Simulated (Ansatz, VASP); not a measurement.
# Two plane-wave programs on Tl2Sn2H5

```
Tl Sn H
1.0
     4.35087    0.00000    0.00000
     0.00000    4.35087    0.00000
     0.00000    0.00000    7.86645
Tl Sn H
2 2 5
Direct
  0.00000 0.00000 0.00000
  0.00000 0.00000 0.50000
  0.50000 0.50000 0.23471
  0.50000 0.50000 0.76529
  0.50000 0.00000 0.26093
  0.50000 0.00000 0.73907
  0.50000 0.50000 0.50000
  0.00000 0.50000 0.26093
  0.00000 0.50000 0.73907
```

Change from the starting cell: species swapped into the K2Bi2O5 type (P4/mmm, No. 123).

Alike in both runs: functional PBE; k mesh 10 × 10 × 6; occupations gaussian, width 0.1 eV; no spin polarisation.

Ansatz relaxed the structure, and its values are those at the end. VASP's run is a single point on that final structure, the one shown.

|  | VASP | Ansatz |
| --- | --- | --- |
| version | VASP 6.6.1 | Ansatz 0.2.0 |
| potentials or method | VASP PAW PBE potentials, release 64 (Tl_d, Sn_d, H), cutoff 520 eV | scalar-relativistic, plane waves, PAW |
| valence electrons in the cell | 59 | 59 |

|  | VASP | Ansatz | Ansatz less VASP |
| --- | --- | --- | --- |
| gap on the k mesh at the Fermi level (eV) | none | none | - |
| pressure (GPa) | -0.1 | 0.0 | +0.10 |

A gap of «none» marks a metal or a gap that the smearing closes.

Neither program's run includes spin-orbit coupling.
